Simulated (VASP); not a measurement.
A run of VASP 6.6.1:

INCAR

```
SYSTEM = HgTe
PREC = Accurate ; ENCUT = 500
EDIFF = 1E-6 ; ISMEAR = 1
SIGMA = 0.2 ; LREAL = .False.
LASPH = .True. ; NELM = 120
ALGO = Normal ; ISIF = 2
LWAVE = .False. ; LCHARG = .True.
GGA = CA ; LELF = .True.
LVHAR = .True. ; NBANDS = 16
GGA_COMPAT = .False.
```

Contents of KPOINTS:

```
Automatic mesh
0
Gamma
  3 3 3
  0 0 0
```

File POSCAR:

```
HgTe
1.0
    0.0000000000      3.2499677807      3.2499677807
    3.2499677807      0.0000000000      3.2499677807
    3.2499677807      3.2499677807      0.0000000000
Hg Te
1 1
Direct
    0.0000000000      0.0000000000      0.0000000000
    0.7500000000      0.7500000000      0.7500000000
```

Potentials or basis: VASP PAW LDA potentials, release 64 (Hg, Te).

Run with:

```sh
$ cat potpaw_LDA.64/Hg/POTCAR potpaw_LDA.64/Te/POTCAR > POTCAR
$ mpirun -np 1 vasp_std > vasp.out
```

Hardware: 1 thread of AMD EPYC 9R45 96-Core Processor (Zen 5), on a shared host.

Task: Estimate the wall time of this run.

Result: It took 4.7 s on 1 thread of AMD EPYC 9R45 96-Core Processor (Zen 5), on a shared host, peak memory 0.13 GiB. Counts: scf iterations 13, k points 4.
